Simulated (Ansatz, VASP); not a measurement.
# TiCo: VASP beside Ansatz

The input INCAR:

```
SYSTEM = TiCo
PREC     = Accurate       ! precision mode
ENCUT    = 520            ! plane-wave cutoff, eV
EDIFF    = 1E-6           ! SCF threshold, eV
ISMEAR   = 0              ! smearing method
SIGMA    = 0.022          ! smearing width, eV
LREAL    = .FALSE.        ! projectors in reciprocal space
LASPH    = .TRUE.         ! aspherical terms in the spheres
NELM     = 150            ! most SCF steps
ALGO     = Normal         ! electronic algorithm
ISIF     = 2              ! what is computed and relaxed
LWAVE    = .FALSE.        ! write WAVECAR
LCHARG   = .FALSE.        ! write CHGCAR
ISPIN    = 2              ! spin polarisation
MAGMOM   = 2 1            ! initial moments
LORBIT   = 11             ! projections on sites
LMAXMIX  = 4              ! l up to which the mixer works
GGA      = PE             ! functional
NBANDS   = 22             ! bands
```

Contents of KPOINTS:

```
Automatic mesh
0
G
  9 9 9
  0 0 0
```

The input POSCAR:

```
TiCo
1.0
    2.9861109900      0.0000000000      0.0000000000
    0.0000000000      2.9861109900      0.0000000000
    0.0000000000      0.0000000000      2.9861109900
Co Ti
1 1
Direct
    0.5000000000      0.5000000000      0.5000000000
    0.0000000000      0.0000000000      0.0000000000
```

input.yaml

```yaml
crystal:
  lattice:
    - [2.98611099, 0.0, 0.0]
    - [0.0, 2.98611099, 0.0]
    - [0.0, 0.0, 2.98611099]
  atoms:
    - { symbol: Co, position: [0.5, 0.5, 0.5], spin: 2.0 }
    - { symbol: Ti, position: [0.0, 0.0, 0.0], spin: 1.0 }
hamiltonian:
  xc: pbe
  pseudopotentials: { kind: paw }
magnetization:
  spin_polarized: true
kpoints:
  mp_grid: { grid: [9, 9, 9] }
scf:
  occupations: { method: gaussian, width: 0.022 }
output:
  forces: true
  stress: true
  eigenvalues: true
```

Alike in both runs: task single point; functional PBE; k mesh 9 × 9 × 9; occupations gaussian, width 0.022 eV; collinear spin.

|  | VASP | Ansatz |
| --- | --- | --- |
| version | VASP 6.6.1 | Ansatz 0.2.0 |
| potentials or method | VASP PAW PBE potentials, release 64 (Co, Ti_sv) | Ansatz PAW |
| plane-wave cutoff (eV) | 520 | 420 |
| valence electrons in the cell | 21 | 29 |

VASP gave:

```
gap on the k mesh at the Fermi level (eV)                     : none
pressure (GPa)                                                : -0.8
net moment per atom (μB)                                      : 0.42
size of the moment on the site where the two differ most (μB) : 0.92
```

**Question.** Which values does Ansatz return?

**Answer.** gap on the k mesh at the Fermi level (eV): none; pressure (GPa): -0.5; net moment per atom (μB): 0.42; size of the moment on the site where the two differ most (μB): 0.94.

Site moments also hang on the region over which each program counts them. A gap of «none» marks a metal or a gap that the smearing closes. VASP's potentials hold 21 valence electrons a cell and Ansatz's 29, so a difference there can come from the potentials and not from the codes.
